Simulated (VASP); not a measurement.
A run of VASP 6.6.1 is set up as follows.

File INCAR:

```
SYSTEM = Sb
PREC     = Accurate       ! precision mode
ENCUT    = 520            ! plane-wave cutoff, eV
EDIFF    = 1E-6           ! SCF threshold, eV
ISMEAR   = -1             ! smearing method
SIGMA    = 0.15           ! smearing width, eV
LREAL    = .FALSE.        ! projectors in reciprocal space
LASPH    = .TRUE.         ! aspherical terms in the spheres
NELM     = 100            ! most SCF steps
ALGO     = Normal         ! electronic algorithm
ISIF     = 2              ! what is computed and relaxed
LWAVE    = .FALSE.        ! write WAVECAR
LCHARG   = .TRUE.         ! write CHGCAR
GGA      = PE             ! functional
IVDW     = 12             ! dispersion correction
LELF     = .TRUE.         ! ELF
LVHAR    = .TRUE.       
NBANDS   = 12             ! bands
```

KPOINTS

```
Automatic mesh
0
G
  12 12 12
  0 0 0
```

File POSCAR:

```
Sb
1.0
    2.1670932202      1.2511718540      3.7161234333
   -2.1670932202      1.2511718540      3.7161234333
    0.0000000000     -2.5023437080      3.7161234333
Sb
2
Direct
    0.2360072620      0.2360072620      0.2360072620
    0.7639927380      0.7639927380      0.7639927380
```

Potentials or basis: VASP PAW PBE potentials, release 64 (Sb).

The run is started by

```bash
$ cat potpaw_PBE.64/Sb/POTCAR > POTCAR
$ mpirun -np 1 vasp_std > vasp.out
```

(1) What does it give for the pressure?

(2) What does it give for the band gap on the k mesh?

(3) Estimate the dispersion energy per atom.

Answers

(1) -0.7 GPa.

(2) zero (bands 5 and 6 overlap by 0.23 eV).

(3) -0.472 eV.

Caveat: spin-orbit coupling is left out, which moves the levels of the heavy elements.
